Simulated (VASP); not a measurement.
# MgF2 (P4_2/mnm) in VASP: dielectric tensor with r2SCAN

Aim: the dielectric tensor of MgF2 with r2SCAN.

All numbers are computed with VASP 6.6.1; they aren't measurements. Logs are shortened: lines on timing, memory, paths and dates and some standing lists are left out, and cuts for length are marked.

**1. The cell of the first run**

Symmetry: P4_2/mnm, No. 136, tetragonal system. Conventional cell: a = 4.483 Å, b = 4.483 Å, c = 3.110 Å, α = 90.00°, β = 90.00°, γ = 90.00°. Mg (site symmetry mmm) has 6 F at 1.93 to 1.99 Å within 2.6 Å. Within 2.6 Å of F (site symmetry m2m) lie 3 Mg at 1.93 to 1.99 Å and 1 F at 2.49 Å.

**2. Dielectric tensor, r2SCAN (epitaxial xy strain -3.0%)**

INCAR

```
SYSTEM = MgF2
PREC = Accurate ; ENCUT = 580
EDIFF = 1E-8 ; ISMEAR = 0
SIGMA = 0.01 ; LREAL = .FALSE.
LASPH = .TRUE. ; NELM = 120
ALGO = Normal ; ISIF = 2
LWAVE = .FALSE. ; LCHARG = .FALSE.
METAGGA = R2SCAN ; LMIXTAU = .TRUE.
LCALCEPS = .TRUE. ; GGA_COMPAT = .FALSE.
```

KPOINTS

```
Automatic mesh
0
G
  4 4 8
  0 0 0
```

POSCAR

```
MgF2
1.0
    4.4833555148      0.0000000000      0.0000000000
    0.0000000000      4.4833555148      0.0000000000
    0.0000000000      0.0000000000      3.1100508258
Mg F
2 4
Direct
    0.0000000000      0.0000000000      0.0000000000
    0.5000000000      0.5000000000      0.5000000000
    0.3038896615      0.3038896615      0.0000000000
    0.1961103385      0.8038896615      0.5000000000
    0.8038896615      0.1961103385      0.5000000000
    0.6961103385      0.6961103385      0.0000000000
```

Potentials or basis: VASP PAW PBE potentials, release 64 (Mg, F).

Started as:

```console
$ cat potpaw_PBE.64/Mg/POTCAR potpaw_PBE.64/F/POTCAR > POTCAR
$ mpirun -np 1 vasp_std > vasp.out
```

OUTCAR:

```text
SYSTEM = MgF2
   PREC = Accurate
   ENCUT = 580
   EDIFF = 1E-8
   ISMEAR = 0
   LREAL = .FALSE.
   LASPH = .TRUE.
   NELM = 120
   ISIF = 2
   METAGGA = R2SCAN

 ion  position               nearest neighbor table
   1  0.000  0.000  0.000-   3 1.93   6 1.93   5 1.99   4 1.99   4 1.99   5 1.99   2 3.53   2 3.53
                             2 3.53   2 3.53   2 3.53   2 3.53   2 3.53   2 3.53
   2  0.500  0.500  0.500-   4 1.93   5 1.93   3 1.99   6 1.99   3 1.99   6 1.99   1 3.53   1 3.53
                             1 3.53   1 3.53   1 3.53   1 3.53   1 3.53   1 3.53
   3  0.304  0.304  0.000-   1 1.93   2 1.99   2 1.99
   4  0.196  0.804  0.500-   2 1.93   1 1.99   1 1.99
   5  0.804  0.196  0.500-   2 1.93   1 1.99   1 1.99
   6  0.696  0.696  0.000-   1 1.93   2 1.99   2 1.99

  LATTYP: Found a simple tetragonal cell.
 ALAT       =     4.4833555148
 C/A-ratio  =     0.6936882020

  Lattice vectors:

 A1 = (   4.4833555148,   0.0000000000,   0.0000000000)
 A2 = (   0.0000000000,   4.4833555148,   0.0000000000)
 A3 = (   0.0000000000,   0.0000000000,   3.1100508258)

Analysis of symmetry for initial positions (statically):
=====================================================================
 Subroutine PRICEL returns:
 Original cell was already a primitive cell.

 Routine SETGRP: Setting up the symmetry group for a
 simple tetragonal supercell.

 Subroutine GETGRP returns: Found 16 space group operations
 (whereof  8 operations were pure point group operations)
 out of a pool of 16 trial point group operations.

The static configuration has the point symmetry D_2h.
 The point group associated with its full space group is D_4h.

Analysis of symmetry for dynamics (positions and initial velocities):
=====================================================================
 Subroutine PRICEL returns:
 Original cell was already a primitive cell.

 Routine SETGRP: Setting up the symmetry group for a
 simple tetragonal supercell.

 Subroutine GETGRP returns: Found 16 space group operations
 (whereof  8 operations were pure point group operations)
 out of a pool of 16 trial point group operations.

The dynamic configuration has the point symmetry D_2h.
 The point group associated with its full space group is D_4h.

 Subroutine INISYM returns: Found 16 space group operations
 (whereof  8 operations are pure point group operations),
 and found     1 'primitive' translations

----------------------------------------------------------------------------------------

                                     Primitive cell

  volume of cell :      62.5135

  direct lattice vectors                    reciprocal lattice vectors
     4.483355515  0.000000000  0.000000000     0.223047224  0.000000000  0.000000000
     0.000000000  4.483355515  0.000000000     0.000000000  0.223047224  0.000000000
     0.000000000  0.000000000  3.110050826     0.000000000  0.000000000  0.321538154

  length of vectors
     4.483355515  4.483355515  3.110050826     0.223047224  0.223047224  0.321538154

  position of ions in fractional coordinates (direct lattice)
     0.000000000  0.000000000  0.000000000
     0.500000000  0.500000000  0.500000000
     0.303889662  0.303889662  0.000000000
     0.196110338  0.803889662  0.500000000
     0.803889662  0.196110338  0.500000000
     0.696110338  0.696110338  0.000000000

  ion indices of the primitive-cell ions
   primitive index   ion index
                 1           1
                 2           2
                 3           3
                 4           4
                 5           5
                 6           6

----------------------------------------------------------------------------------------

 KPOINTS: Automatic mesh

Automatic generation of k-mesh.
 Grid dimensions read from file:
 generate k-points for:    4    4    8

 Generating k-lattice:

[... 58 lines left out ...]
   LASPH  =      T    aspherical Exc in radial PAW
   ENCUT  =  580.0 eV  42.63 Ry    6.53 a.u.   8.80  8.80  6.11*2*pi/ulx,y,z
   NELM   =    120;   NELMIN=  2; NELMDL= -5     # of ELM steps
   EDIFF  = 0.1E-07   stopping-criterion for ELM
   LREAL  =      F    real-space projection
   EDIFFG = 0.1E-06   stopping-criterion for IOM
   NSW    =      0    number of steps for IOM
   IBRION =     -1    ionic relax: 0-MD 1-quasi-New 2-CG
   NFREE  =      0    steps in history (QN), initial steepest desc. (CG)
   ISIF   =      2    stress and relaxation
   ISYM   =      2    0-nonsym 1-usesym 2-fastsym
   POTIM  = 0.5000    time-step for ionic-motion
   TEBEG  =    0.0;   TEEND  =   0.0 temperature during run
   PSTRESS=    0.0 pullay stress
   NELECT =      32.0000    total number of electrons
   NUPDOWN=      -1.0000    fix difference up-down
   EMIN   =  10.00;   EMAX   =-10.00  energy-range for DOS
   EFERMI =   0.00;   METHOD = LEGACY
   ISMEAR =     0;   SIGMA  =   0.01  broadening in eV -4-tet -1-fermi 0-gaus
   EFERMI_NEDOS =   21; number of points for ismear=-14 and -15
   IALGO  =     38    algorithm
   IMIX   =      4    mixing-type and parameters
     AMIX     =   0.40;   BMIX     =  1.00
     AMIX_MAG =   1.60;   BMIX_MAG =  1.00
  volume/ion in A,a.u.               =      10.42        70.31
  Fermi-wavevector in a.u.,A,eV,Ry     =   1.309585  2.474756 23.334151  1.715012
  Thomas-Fermi vector in A             =   2.440173
   LORBIT       =      0    0 simple, 1 ext, 2 COOP (PROOUT), +10 PAW based schemes
   METAGGA = R2SCAN    functional components
   LHFCALC =     F    Hartree Fock is set to
   AEXX    =    0.0000 exact exchange contribution
   IVDW    =     0    specifies the selected vdW correction
   LEPSILON=     F    determine dielectric tensor
   LRPA    =     F    only Hartree local field effects (RPA)
   LRPA       =     F
 non-spin polarized calculation
 Gauss-broadening in eV      SIGMA  =   0.01
  energy-cutoff  :      580.00
  volume of cell :       62.51
 maximum number of plane-waves:      2032
 NGX is ok and might be reduce to    36
   NGX = 17   NGY = 17   NGZ = 13

 Total electronic dipole moment: p[elc]=(    -0.00000     0.00000    -0.00000 ) |e| Angst

 number of electron      32.0000006 magnetization

 Free energy of the ion-electron system (eV)
  ---------------------------------------------------
  ext. energy  EPLUGINS =         0.00000000
  ---------------------------------------------------
  free energy    TOTEN  =       -43.77887614 eV

  energy without entropy =      -43.77887614  energy(sigma->0) =      -43.77887614

 E-fermi :  -1.5108     XC(G=0): -10.4756

 val. band max:       -1.5822717873   @ k =   0.0000   0.0000   0.0000
 cond. band min:   10000.0000000000   @ k =   0.0000   0.0000   0.0000
 fundamental gap:  10001.5822717873
 Fermi energy:        -1.5107692100

 k-point     1 :       0.0000    0.0000    0.0000
  band No.  band energies     occupation
      1     -23.5831      2.00000
      2     -22.6721      2.00000
      3     -22.6721      2.00000
      4     -22.6133      2.00000
      5      -5.7041      2.00000
      6      -4.2160      2.00000
[... 541 lines left out ...]
     19   10000.0000      0.00000
     20   10000.0000      0.00000

 [... further k-points ...]

------------------------ aborting loop because EDIFF is reached ----------------------------------------

            Ionic dipole moment: p[ion]=(    -4.48336    -4.48336   -24.88041 ) |e| Angst

 Total electronic dipole moment: p[elc]=(     0.00000    -0.00000     0.00328 ) |e| Angst

 MACROSCOPIC STATIC DIELECTRIC TENSOR (including local field effects)
 ------------------------------------------------------
           1.907633     0.000000     0.000000
           0.000000     1.907633     0.000000
           0.000000     0.000000     1.950827
 ------------------------------------------------------

 PIEZOELECTRIC TENSOR (including local field effects) (e Angst)
          XX          YY          ZZ          XY          YZ          ZX
  --------------------------------------------------------------------------------
  x     0.00000     0.00000     0.00000     0.00000     0.00000     0.00000
  y     0.00000     0.00000     0.00000     0.00000     0.00000     0.00000
  z     0.00000     0.00000     0.00000     0.00000     0.00000     0.00000

 PIEZOELECTRIC TENSOR (including local field effects) (C/m^2)
          XX          YY          ZZ          XY          YZ          ZX
  --------------------------------------------------------------------------------
  x     0.00000     0.00000     0.00000     0.00000     0.00000     0.00000
  y     0.00000     0.00000     0.00000     0.00000     0.00000     0.00000
  z     0.00000     0.00000     0.00000     0.00000     0.00000     0.00000

 BORN EFFECTIVE CHARGES (including local field effects) (in |e|, cummulative output)
 ---------------------------------------------------------------------------------
 ion    1
    1     1.95195     0.01937     0.00000
    2     0.01937     1.95195     0.00000
    3     0.00000     0.00000     2.07118
 ion    2
    1     1.95195    -0.01937     0.00000
    2    -0.01937     1.95195     0.00000
    3     0.00000     0.00000     2.07118
 ion    3
    1    -0.97598    -0.17853     0.00000
    2    -0.17853    -0.97598     0.00000
    3     0.00000     0.00000    -1.03559
 ion    4
    1    -0.97598     0.17853     0.00000
    2     0.17853    -0.97598     0.00000
    3     0.00000     0.00000    -1.03559
 ion    5
    1    -0.97598     0.17853     0.00000
    2     0.17853    -0.97598     0.00000
    3     0.00000     0.00000    -1.03559
 ion    6
    1    -0.97598    -0.17853     0.00000
    2    -0.17853    -0.97598     0.00000
    3     0.00000     0.00000    -1.03559

  FORCE on cell =-STRESS in cart. coord.  units (eV):
  Direction    XX          YY          ZZ          XY          YZ          ZX
  --------------------------------------------------------------------------------------
  -------------------------------------------------------------------------------------
  Total        2.0592631      2.0592631     -0.5970198     -0.0000000      0.0000000      0.0000000
  in kB       52.7774716     52.7774716    -15.3011993     -0.0000000      0.0000000      0.0000000
  external PRESSURE =      30.0845813 kB  Pullay stress =       0.0000000 kB

 VOLUME and BASIS-vectors are now :
 -----------------------------------------------------------------------------
  energy-cutoff  :      580.00
  volume of cell :       62.51
      direct lattice vectors                 reciprocal lattice vectors
     4.483355515  0.000000000  0.000000000     0.223047224  0.000000000  0.000000000
     0.000000000  4.483355515  0.000000000     0.000000000  0.223047224  0.000000000
     0.000000000  0.000000000  3.110050826     0.000000000  0.000000000  0.321538154

 POSITION                                       TOTAL-FORCE (eV/Angst)
 -----------------------------------------------------------------------------------
      0.00000      0.00000      0.00000         0.000000      0.000000     -0.000000
      2.24168      2.24168      1.55503         0.000000      0.000000     -0.000000
      1.36245      1.36245      0.00000         0.006478      0.006478      0.000000
      0.87923      3.60412      1.55503        -0.006478      0.006478     -0.000000
      3.60412      0.87923      1.55503         0.006478     -0.006478     -0.000000
      3.12091      3.12091      0.00000        -0.006478     -0.006478     -0.000000
 -----------------------------------------------------------------------------------
    total drift:                                0.000000     -0.000000      0.000000

  FREE ENERGIE OF THE ION-ELECTRON SYSTEM (eV)
  ---------------------------------------------------
  free  energy   TOTEN  =       -43.7788761359 eV

  energy  without entropy=      -43.7788761359  energy(sigma->0) =      -43.77887614
```

It took 46 min on 1 thread of Oxide Virtual Turin-like, shared host; peak memory 0.41 GiB.

What came out:

```yaml
Band_gap_on_the_k_mesh: 8.24 eV
Electronic_dielectric_tensor_diagonal: 1.91, 1.91, 1.95
Born_charges_mean_of_the_diagonal: Mg +1.99; F -1.00 e
```

Electronic dielectric tensor:
```
1.91 0.00 0.00
0.00 1.91 0.00
0.00 0.00 1.95
```

Born effective charge tensors (e):
atom 1, Mg
```
1.95 0.02 0.00
0.02 1.95 0.00
0.00 0.00 2.07
```
atom 2, Mg
```
 1.95 -0.02  0.00
-0.02  1.95  0.00
 0.00  0.00  2.07
```
atom 3, F
```
-0.98 -0.18  0.00
-0.18 -0.98  0.00
 0.00  0.00 -1.04
```
atom 4, F
```
-0.98  0.18  0.00
 0.18 -0.98  0.00
 0.00  0.00 -1.04
```
atom 5, F
```
-0.98  0.18  0.00
 0.18 -0.98  0.00
 0.00  0.00 -1.04
```
atom 6, F
```
-0.98 -0.18  0.00
-0.18 -0.98  0.00
 0.00  0.00 -1.04
```

Dipole moments of the cell (e·Å, modulo the quantum): ionic -4.483, -4.483, -24.880; electronic 0.000, 0.000, 0.003

Caveat: the cell differs from its parent crystal (epitaxial xy strain -3.0%); the structure was generated, so it needn't be the stable form of MgF2; the PAW data sets were made with another functional, which shifts forces and pressure a little.

The gap in the log of VASP goes by the Fermi energy; the results here count the filled bands.